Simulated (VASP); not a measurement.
A run of VASP 6.6.1 is set up as follows.

INCAR

```
SYSTEM = TiC
PREC = Accurate
ENCUT = 600
EDIFF = 1E-6
ISMEAR = -1
SIGMA = 0.05
LREAL = .False.
LASPH = .True.
NELM = 100
ALGO = Normal
ISIF = 3
LWAVE = .False.
LCHARG = .False.
GGA = RE
IVDW = 12
IBRION = 2
NSW = 80
EDIFFG = -0.01
```

The input KPOINTS:

```
Automatic mesh
0
Gamma
  11 11 11
  0 0 0
```

File POSCAR:

```
TiC
1.0
    0.0000000000      2.1657188437      2.1657188437
    2.1657188437      0.0000000000      2.1657188437
    2.1657188437      2.1657188437      0.0000000000
Ti C
1 1
Direct
    0.0000000000      0.0000000000      0.0000000000
    0.5000000000      0.5000000000      0.5000000000
```

Potentials or basis: VASP PAW PBE potentials, release 64 (Ti_sv, C).

Run with:

```sh
$ cat potpaw_PBE.64/Ti_sv/POTCAR potpaw_PBE.64/C/POTCAR > POTCAR
$ mpirun -np 1 vasp_std > vasp.out
```

Estimate the dispersion energy per atom.

-0.891 eV.

Predict the relaxed cell.

a = 3.020 Å, b = 3.020 Å, c = 3.020 Å, α = 60.00°, β = 60.00°, γ = 60.00°.

Predict the space group after relaxing (to 0.05 Å).

Fm-3m (No. 225).

Final structure:
```
CELL_PARAMETERS angstrom
0.00000 2.13565 2.13565
2.13565 0.00000 2.13565
2.13565 2.13565 0.00000
ATOMIC_POSITIONS crystal
Ti 0.00000 0.00000 0.00000
C 0.50000 0.50000 0.50000
```
